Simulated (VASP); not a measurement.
# Tl (P6_3/mmc) in VASP: notebook, part 2 of 2

VASP 6.6.1. Earlier steps stand in the parts before.

## 4. Single point, PBE (strain -0.080 along x and y, +0.000 along z)

Input file INCAR:

```
PREC     = Accurate       # precision mode
ENCUT    = 520            # plane-wave cutoff, eV
EDIFF    = 1E-6           # SCF threshold, eV
ISMEAR   = 0              # smearing method
SIGMA    = 0.15           # smearing width, eV
LREAL    = F              # projectors in reciprocal space
LASPH    = T              # aspherical terms in the spheres
NELM     = 80             # most SCF steps
ALGO     = Fast           # electronic algorithm
ISIF     = 2              # what is computed and relaxed
LWAVE    = F              # write WAVECAR
LCHARG   = F              # write CHGCAR
GGA      = PE             # functional
NBANDS   = 20             # bands
```

Input file KPOINTS:

```
Automatic mesh
0
Gamma
  18 18 10
```

Input file POSCAR:

```
Tl
1.0
    3.1795184880      0.0000000000      0.0000000000
   -1.5897592440      2.7535437824      0.0000000000
    0.0000000000      0.0000000000      5.5250000000
Tl
2
Direct
    0.3333333333      0.6666666667      0.2500000000
    0.6666666667      0.3333333333      0.7500000000
```

Potentials or basis: VASP PAW PBE potentials, release 64 (Tl_d).

On the command line:

```sh
$ cat potpaw_PBE.64/Tl_d/POTCAR > POTCAR
$ mpirun -np 1 vasp_std > vasp.out
```

OUTCAR:

```text
PREC = Accurate
   ENCUT = 520
   EDIFF = 1E-6
   ISMEAR = 0
   LREAL = F
   LASPH = T
   NELM = 80
   ISIF = 2
   GGA = PE

 ion  position               nearest neighbor table
   1  0.333  0.667  0.250-   2 3.32   2 3.32   2 3.32   2 3.32   2 3.32   2 3.32
   2  0.667  0.333  0.750-   1 3.32   1 3.32   1 3.32   1 3.32   1 3.32   1 3.32

  LATTYP: Found a hexagonal cell.
 ALAT       =     3.1795184880
 C/A-ratio  =     1.7376845019

  Lattice vectors:

 A1 = (   3.1795184880,   0.0000000000,   0.0000000000)
 A2 = (  -1.5897592440,   2.7535437824,   0.0000000000)
 A3 = (   0.0000000000,   0.0000000000,   5.5250000000)

Analysis of symmetry for initial positions (statically):
=====================================================================
 Subroutine PRICEL returns:
 Original cell was already a primitive cell.

 Routine SETGRP: Setting up the symmetry group for a
 hexagonal supercell.

 Subroutine GETGRP returns: Found 24 space group operations
 (whereof 12 operations were pure point group operations)
 out of a pool of 24 trial point group operations.

The static configuration has the point symmetry D_3d.
 The point group associated with its full space group is D_6h.

Analysis of symmetry for dynamics (positions and initial velocities):
=====================================================================
 Subroutine PRICEL returns:
 Original cell was already a primitive cell.

 Routine SETGRP: Setting up the symmetry group for a
 hexagonal supercell.

 Subroutine GETGRP returns: Found 24 space group operations
 (whereof 12 operations were pure point group operations)
 out of a pool of 24 trial point group operations.

The dynamic configuration has the point symmetry D_3d.
 The point group associated with its full space group is D_6h.

 Subroutine INISYM returns: Found 24 space group operations
 (whereof 12 operations are pure point group operations),
 and found     1 'primitive' translations

----------------------------------------------------------------------------------------

                                     Primitive cell

  volume of cell :      48.3711

  direct lattice vectors                    reciprocal lattice vectors
     3.179518488  0.000000000  0.000000000     0.314513032  0.181584184  0.000000000
    -1.589759244  2.753543782  0.000000000     0.000000000  0.363168367  0.000000000
     0.000000000  0.000000000  5.525000000     0.000000000  0.000000000  0.180995475

  length of vectors
     3.179518488  3.179518488  5.525000000     0.363168367  0.363168367  0.180995475

  position of ions in fractional coordinates (direct lattice)
     0.333333333  0.666666667  0.250000000
     0.666666667  0.333333333  0.750000000

  ion indices of the primitive-cell ions
   primitive index   ion index
                 1           1
                 2           2

----------------------------------------------------------------------------------------

 KPOINTS: Automatic mesh

Automatic generation of k-mesh.
 Grid dimensions read from file:
 generate k-points for:   18   18   10

 Generating k-lattice:

  Cartesian coordinates                     Fractional coordinates (reciprocal lattice)
     0.017472946  0.010088010  0.000000000     0.055555556  0.000000000  0.000000000
     0.000000000  0.020176020  0.000000000     0.000000000  0.055555556  0.000000000
     0.000000000  0.000000000  0.018099548     0.000000000  0.000000000  0.100000000

  Length of vectors
     0.020176020  0.020176020  0.018099548

  Shift w.r.t. Gamma in fractional coordinates (k-lattice)
     0.000000000  0.000000000  0.000000000

 Subroutine IBZKPT returns following result:
 ===========================================

 Found    222 irreducible k-points:

 Following reciprocal coordinates:
            Coordinates               Weight
  0.000000  0.000000  0.000000      1.000000
  0.055556  0.000000  0.000000      6.000000
  0.111111  0.000000  0.000000      6.000000
  0.166667  0.000000  0.000000      6.000000
  0.222222  0.000000  0.000000      6.000000
  0.277778  0.000000  0.000000      6.000000
[... 16 lines left out ...]
  0.333333  0.111111  0.000000     12.000000
  0.388889  0.111111  0.000000     12.000000
 [... further k-points ...]
   k-points           NKPTS =    222   k-points in BZ     NKDIM =    222   number of bands    NBANDS=     20
   number of dos      NEDOS =    301   number of ions     NIONS =      2
   total plane-waves  NPLWV =  24192
   dimension x,y,z NGX =    24 NGY =   24 NGZ =   42
   dimension x,y,z NGXF=    48 NGYF=   48 NGZF=   84
   ions per type =               2
   NGX,Y,Z   is equivalent  to a cutoff of  12.55, 12.55, 12.64 a.u.
   NGXF,Y,Z  is equivalent  to a cutoff of  25.10, 25.10, 25.28 a.u.
 SYSTEM =  unknown system
   PREC   = accura    normal or accurate (medium, high low for compatibility)
   ISTART =      0    job   : 0-new  1-cont  2-samecut
   ICHARG =      2    charge: 1-file 2-atom 10-const
   ISPIN  =      1    spin polarized calculation?
   LNONCOLLINEAR =      F non collinear calculations
   LSORBIT =      F    spin-orbit coupling
   LASPH  =      T    aspherical Exc in radial PAW
   ENCUT  =  520.0 eV  38.22 Ry    6.18 a.u.   5.91  5.91 10.27*2*pi/ulx,y,z
   NELM   =     80;   NELMIN=  2; NELMDL= -5     # of ELM steps
   EDIFF  = 0.1E-05   stopping-criterion for ELM
   LREAL  =      F    real-space projection
   EDIFFG = 0.1E-04   stopping-criterion for IOM
   NSW    =      0    number of steps for IOM
   IBRION =     -1    ionic relax: 0-MD 1-quasi-New 2-CG
   NFREE  =      0    steps in history (QN), initial steepest desc. (CG)
   ISIF   =      2    stress and relaxation
   ISYM   =      2    0-nonsym 1-usesym 2-fastsym
   POTIM  = 0.5000    time-step for ionic-motion
   TEBEG  =    0.0;   TEEND  =   0.0 temperature during run
   PSTRESS=    0.0 pullay stress
   NELECT =      26.0000    total number of electrons
   NUPDOWN=      -1.0000    fix difference up-down
   EMIN   =  10.00;   EMAX   =-10.00  energy-range for DOS
   EFERMI =   0.00;   METHOD = LEGACY
   ISMEAR =     0;   SIGMA  =   0.15  broadening in eV -4-tet -1-fermi 0-gaus
   EFERMI_NEDOS =   21; number of points for ismear=-14 and -15
   IALGO  =     68    algorithm
   IMIX   =      4    mixing-type and parameters
     AMIX     =   0.40;   BMIX     =  1.00
     AMIX_MAG =   1.60;   BMIX_MAG =  1.00
  volume/ion in A,a.u.               =      24.19       163.21
  Fermi-wavevector in a.u.,A,eV,Ry     =   1.331080  2.515376 24.106439  1.771773
  Thomas-Fermi vector in A             =   2.460118
   LORBIT       =      0    0 simple, 1 ext, 2 COOP (PROOUT), +10 PAW based schemes
   GGA     = PE    functional components
   LHFCALC =     F    Hartree Fock is set to
   AEXX    =    0.0000 exact exchange contribution
   IVDW    =     0    specifies the selected vdW correction
   LEPSILON=     F    determine dielectric tensor
   LRPA    =     F    only Hartree local field effects (RPA)
 non-spin polarized calculation
 RMM-DIIS sequential band-by-band and
 Gauss-broadening in eV      SIGMA  =   0.15
  energy-cutoff  :      520.00
  volume of cell :       48.37
 maximum number of plane-waves:      1320
 NGX is ok and might be reduce to    24
   NGX = 11   NGY = 11   NGZ = 21

 number of electron      26.0000001 magnetization

 Free energy of the ion-electron system (eV)
  ---------------------------------------------------
  ext. energy  EPLUGINS =         0.00000000
  ---------------------------------------------------
  free energy    TOTEN  =        -3.94668757 eV

  energy without entropy =       -3.93837274  energy(sigma->0) =       -3.94253016

 E-fermi :   8.5705     XC(G=0): -11.0558

 val. band max:        8.5644222043   @ k =   0.3889   0.0000   0.4000
 cond. band min:       8.5765642337   @ k =   0.3889   0.2222   0.2000
 fundamental gap:      0.0121420294
 Fermi energy:         8.5704538230

 k-point     1 :       0.0000    0.0000    0.0000
  band No.  band energies     occupation
      1      -3.8540      2.00000
      2      -3.5308      2.00000
      3      -3.3698      2.00000
      4      -3.3698      2.00000
      5      -3.3080      2.00000
      6      -3.3080      2.00000
[... 12 lines left out ...]
     19      21.1011      0.00000
     20      21.1011      0.00000

 k-point     2 :       0.0556    0.0000    0.0000
  band No.  band energies     occupation
      1      -3.8285      2.00000
      2      -3.5183      2.00000
      3      -3.3723      2.00000
      4      -3.3464      2.00000
      5      -3.3143      2.00000
      6      -3.2858      2.00000
[... 498 lines left out ...]
 k-point    24 :       0.3889    0.1111    0.0000
  band No.  band energies     occupation
      1      -3.8610      2.00000
      2      -3.6567      2.00000
      3      -3.6221      2.00000
      4      -3.2921      2.00000
      5      -3.1777      2.00000
      6      -3.0939      2.00000
[... 12 lines left out ...]
     19      18.0015      0.00000
     20      20.3089      0.00000

 [... further k-points ...]
[... 5 lines left out ...]
  --------------------------------------------------------------------------------------
  -------------------------------------------------------------------------------------
  Total        4.6626689      4.6626689      3.4395437      0.0000000     -0.0000000      0.0000000
  in kB      154.4399073    154.4399073    113.9267716      0.0000000     -0.0000000      0.0000000
  external PRESSURE =     140.9355287 kB  Pullay stress =       0.0000000 kB

 VOLUME and BASIS-vectors are now :
 -----------------------------------------------------------------------------
  energy-cutoff  :      520.00
  volume of cell :       48.37
      direct lattice vectors                 reciprocal lattice vectors
     3.179518488  0.000000000  0.000000000     0.314513032  0.181584184  0.000000000
    -1.589759244  2.753543782  0.000000000     0.000000000  0.363168367  0.000000000
     0.000000000  0.000000000  5.525000000     0.000000000  0.000000000  0.180995475

 POSITION                                       TOTAL-FORCE (eV/Angst)
 -----------------------------------------------------------------------------------
     -0.00000      1.83570      1.38125        -0.000000      0.000000      0.000000
      1.58976      0.91785      4.14375         0.000000     -0.000000      0.000000
 -----------------------------------------------------------------------------------
    total drift:                                0.000000     -0.000000      0.000000

  FREE ENERGIE OF THE ION-ELECTRON SYSTEM (eV)
  ---------------------------------------------------
  free  energy   TOTEN  =        -3.9466875665 eV

  energy  without entropy=       -3.9383727440  energy(sigma->0) =       -3.94253016
```

It took 46 s on 1 thread of Intel Xeon 6975P-C (Granite Rapids), shared host; peak memory 0.29 GiB.

Results:

```
Free energy            : -3.9467 eV
Pressure               : 14.1 GPa
Band gap on the k mesh : zero (bands 13 and 14 overlap by 6.21 eV)
```

Levels at points of the mesh, in eV from the Fermi level:
| k point | band 9 | band 10 | band 11 | band 12 | band 13 | band 14 | band 15 | band 16 | band 17 | band 18 |
| --- | --- | --- | --- | --- | --- | --- | --- | --- | --- | --- |
| (0.00, 0.00, 0.00) | -11.36 | -11.24 | -11.24 | -5.98 | -3.95 | 9.82 | 10.30 | 10.30 | 11.06 | 12.17 |
| (0.50, 0.00, 0.00) | -11.11 | -11.06 | -5.56 | -4.79 | -0.92 | -0.21 | 1.26 | 3.98 | 4.94 | 9.33 |
| (0.00, 0.00, 0.50) | -11.38 | -11.38 | -9.78 | -9.78 | 2.53 | 2.53 | 11.24 | 11.24 | 11.24 | 11.24 |
| (0.50, 0.00, 0.50) | -11.08 | -11.08 | -4.42 | -4.42 | -2.92 | -2.92 | 6.14 | 6.14 | 6.68 | 6.68 |

Caveat: the cell differs from its parent crystal (strain -0.080 along x and y, +0.000 along z); the cell stands under pressure; spin-orbit coupling is left out, which moves the levels of the heavy elements.

## 5. Single point, PBE (strain -0.040 along x and y, -0.080 along z)

Input file INCAR:

```
SYSTEM = Tl
PREC = Accurate
ENCUT = 520
EDIFF = 1E-6
ISMEAR = 0
SIGMA = 0.15
LREAL = .FALSE.
LASPH = .TRUE.
NELM = 80
ALGO = Fast
ISIF = 2
LWAVE = .FALSE.
LCHARG = .TRUE.
GGA = PE
LELF = .TRUE.
LVHAR = .TRUE.
NBANDS = 20
```

Input file KPOINTS:

```
regular mesh
0
G
  18 18 10
  0 0 0
```

Input file POSCAR:

```
Tl
1.0
    3.3177584223      0.0000000000      0.0000000000
   -1.6588792112      2.8732630773      0.0000000000
    0.0000000000      0.0000000000      5.0830000000
Tl
2
Direct
    0.3333333333      0.6666666667      0.2500000000
    0.6666666667      0.3333333333      0.7500000000
```

On the command line:

```sh
$ cat potpaw_PBE.64/Tl_d/POTCAR > POTCAR
$ mpirun -np 1 vasp_std > vasp.out
```

It took 72 s on 1 thread of Intel Xeon 6975P-C (Granite Rapids), shared host; peak memory 0.3 GiB.

It converged, with:

```
Free energy            : -3.9641 eV
Pressure               : 14.1 GPa
Band gap on the k mesh : zero (bands 13 and 14 overlap by 7.65 eV)
```

Stress tensor (GPa, compression positive):
```
13.02  0.00  0.00
 0.00 13.02  0.00
 0.00  0.00 16.40
```

Levels at points of the mesh, in eV from the Fermi level:
| k point | band 10 | band 11 | band 12 | band 13 | band 14 | band 15 | band 16 | band 17 |
| --- | --- | --- | --- | --- | --- | --- | --- | --- |
| (0.00, 0.00, 0.00) | -11.19 | -11.19 | -4.54 | -3.43 | 8.52 | 8.52 | 10.26 | 11.08 |
| (0.50, 0.00, 0.00) | -11.08 | -6.19 | -5.23 | -0.13 | 0.82 | 1.40 | 3.73 | 4.34 |
| (0.00, 0.00, 0.50) | -11.35 | -9.53 | -9.53 | 4.69 | 4.69 | 9.70 | 9.70 | 9.70 |
| (0.50, 0.00, 0.50) | -11.18 | -4.76 | -4.76 | -2.88 | -2.88 | 5.94 | 5.94 | 7.41 |

Caveat: the cell differs from its parent crystal (strain -0.040 along x and y, -0.080 along z); the cell stands under pressure; spin-orbit coupling is left out, which moves the levels of the heavy elements.

## 6. The runs side by side

```tsv
cell	gap on the mesh (eV)	pressure (GPa)
a = 3.180, b = 3.180, c = 5.083 Å, angles 90.0, 90.0, 120.0°, 2 atoms	none	23.3
a = 3.180, b = 3.180, c = 5.304 Å, angles 90.0, 90.0, 120.0°, 2 atoms	none	18.1
a = 3.180, b = 3.180, c = 5.525 Å, angles 90.0, 90.0, 120.0°, 2 atoms	none	14.1
a = 3.318, b = 3.318, c = 5.083 Å, angles 90.0, 90.0, 120.0°, 2 atoms	none	14.1
```

Alike in all rows: task single point; level PBE; potentials or basis VASP PAW PBE potentials, release 64 (Tl_d); no spin polarisation; k mesh 18 × 18 × 10; cutoff (eV) 520; smearing gaussian 0.15 eV.

Caveats: the cell stands under pressure; spin-orbit coupling is left out, which moves the levels of the heavy elements.

Absolute energies hang on the potentials; compare differences alone.

The gap in the log of VASP goes by the Fermi energy; the results here count the filled bands.